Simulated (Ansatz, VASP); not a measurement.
## Ba2TaC2: VASP beside Ansatz

```
CELL_PARAMETERS angstrom
3.62812 0.00000 0.00000
-1.81406 3.14205 0.00000
0.00000 0.00000 10.17149
ATOMIC_POSITIONS crystal
Ba 0.66667 0.33333 0.27391
Ba 0.66667 0.33333 0.72609
Ta 0.00000 0.00000 0.00000
C 0.33333 0.66667 0.07945
C 0.33333 0.66667 0.92055
```

Alike in both runs: functional PBE; k mesh 6 × 6 × 4; occupations gaussian, width 0.1 eV; no spin polarisation.

Ansatz relaxed the structure, and its values are those at the end. VASP's run is a single point on that final structure, the one shown.

```csv
,VASP,Ansatz
version,VASP 6.6.1,Ansatz 0.2.0
potentials or method,"VASP PAW PBE potentials, release 64 (Ba_sv, Ta_pv, C), cutoff 520 eV","scalar-relativistic, plane waves, PAW"
valence electrons in the cell,39,41
```

Ansatz gave:

```
gap on the k mesh at the Fermi level (eV) : none
pressure (GPa)                            : 0.1
rms of the force components (eV/Å)        : 0.002
```

Task: What did VASP give for the same quantities?

Result: gap on the k mesh at the Fermi level (eV): none; pressure (GPa): 1.1; rms of the force components (eV/Å): 0.063.

A gap of «none» marks a metal or a gap that the smearing closes. VASP's potentials hold 39 valence electrons a cell and Ansatz's 41, so a difference there can come from the potentials and not from the codes.

Spin-orbit coupling is off throughout.
